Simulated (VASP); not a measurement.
Runs of VASP 6.6.1 on B. The structure is that of space group Cm (No. 8), or close to it. The cells are those of the table. 

```tsv
task	cell	k mesh	cutoff (eV)	gap on the mesh (eV)	pressure (GPa)	relaxed volume (Å³/atom)	largest force (eV/Å)
single point	a = 2.897, b = 2.897, c = 5.374 Å, angles 95.4, 95.4, 105.5°, 6 atoms	14 × 14 × 8	520	none	0.0	-	0.01
relaxation of cell and atoms	relaxed from a = 2.895, b = 2.895, c = 5.364 Å, angles 95.5, 95.5, 104.4°, 6 atoms	6 × 6 × 4	600	none	-0.1	7.15	0.04
relaxation of cell and atoms	relaxed from a = 2.902, b = 2.902, c = 5.365 Å, angles 95.3, 95.3, 106.3°, 6 atoms	14 × 14 × 8	600	none	0.0	7.15	0.01
single point	a = 2.902, b = 2.902, c = 5.365 Å, angles 95.3, 95.3, 106.3°, 6 atoms	6 × 6 × 4	520	none	0.0	-	0.01
single point	a = 2.895, b = 2.895, c = 5.364 Å, angles 95.5, 95.5, 104.4°, 6 atoms	6 × 6 × 4	520	none	(a)	-	0.10
```

Alike in all rows: level PBE; potentials or basis VASP PAW PBE potentials, release 64 (B); no spin polarisation; smearing gaussian 0.1 eV.

Task: Fill in the values left out.

Result: (a) -0.2.

Caveats: some runs use coarse meshes.

A gap of «none» marks levels without a gap at the run's occupations.
